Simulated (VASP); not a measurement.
Input of a VASP 6.6.1 run:

File INCAR:

```
PREC     = Accurate       # precision mode
ENCUT    = 520            # plane-wave cutoff, eV
EDIFF    = 1E-7           # SCF threshold, eV
ISMEAR   = 1              # smearing method
SIGMA    = 0.5            # smearing width, eV
LREAL    = F              # projectors in reciprocal space
LASPH    = T              # aspherical terms in the spheres
NELM     = 60             # most SCF steps
ALGO     = Normal         # electronic algorithm
ISIF     = 2              # what is computed and relaxed
LWAVE    = F              # write WAVECAR
LCHARG   = F              # write CHGCAR
GGA      = PS             # functional
NBANDS   = 26             # bands
```

File KPOINTS:

```
Automatic mesh
0
Gamma
  6 6 4
```

POSCAR

```
GaAs
1.0
    4.2497555350      0.0000000000      0.0000000000
   -2.1248777675      3.6803962531      0.0000000000
    0.0000000000      0.0000000000      5.7732406470
Ga As
2 2
Direct
    0.3333333333      0.6666666667      0.2500000000
    0.6666666667      0.3333333333      0.7500000000
    0.6666666667      0.3333333333      0.2500000000
    0.3333333333      0.6666666667      0.7500000000
```

Potentials or basis: VASP PAW PBE potentials, release 64 (Ga_d, As).

The run is started by

```console
$ cat potpaw_PBE.64/Ga_d/POTCAR potpaw_PBE.64/As/POTCAR > POTCAR
$ mpirun -np 1 vasp_std > vasp.out
```

Q: Predict the pressure.

A: -0.4 GPa.

Q: Predict the band gap on the k mesh.

A: Zero (band 18 reaches 4.07 eV, above the bottom of band 19 at 3.06 eV).

Stress tensor (GPa, compression positive):
```
 0.24  0.00  0.00
 0.00  0.24  0.00
 0.00  0.00 -1.81
```

Caveat: the PAW data sets were made with another functional, which shifts forces and pressure a little.
